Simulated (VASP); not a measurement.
Here is a VASP 6.6.1 calculation.

Contents of INCAR:

```
SYSTEM = TiO2
PREC = Accurate
ENCUT = 600
EDIFF = 1E-6
ISMEAR = 0
SIGMA = 0.01
LREAL = .FALSE.
LASPH = .TRUE.
NELM = 120
ALGO = Normal
ISIF = 2
LWAVE = .FALSE.
LCHARG = .FALSE.
GGA = PE
NBANDS = 19
GGA_COMPAT = .FALSE.
```

File KPOINTS:

```
Automatic mesh
0
G
  2 2 2
  0 0 0
```

File POSCAR:

```
TiO2
1.0
    0.0000000000      2.3304750000      2.3304750000
    2.3304750000      0.0000000000      2.3304750000
    2.3304750000      2.3304750000      0.0000000000
Ti O
1 2
Direct
    0.0000000000      0.0000000000      0.0000000000
    0.2650000000      0.2500000000      0.2400000000
    0.6987101400      0.8229052900      0.7130952800
```

Potentials or basis: VASP PAW PBE potentials, release 64 (Ti_sv, O).

Command:

```sh
$ cat potpaw_PBE.64/Ti_sv/POTCAR potpaw_PBE.64/O/POTCAR > POTCAR
$ mpirun -np 1 vasp_std > vasp.out
```

Task: What does it give for the pressure?

Result: 45.4 GPa.

Task: Predict the band gap on the k mesh.

Result: 0.85 eV, indirect (least direct gap 1.58 eV).

Stress tensor (GPa, compression positive):
```
 44.21   0.16 -16.31
  0.16  49.42   7.33
-16.31   7.33  42.52
```

Caveat: the k points lie up to 1.17 Å⁻¹ apart; forces of over 1 eV/Å act on the atoms, so gaps and moduli don't describe the material at rest. A k mesh can miss the band edges.
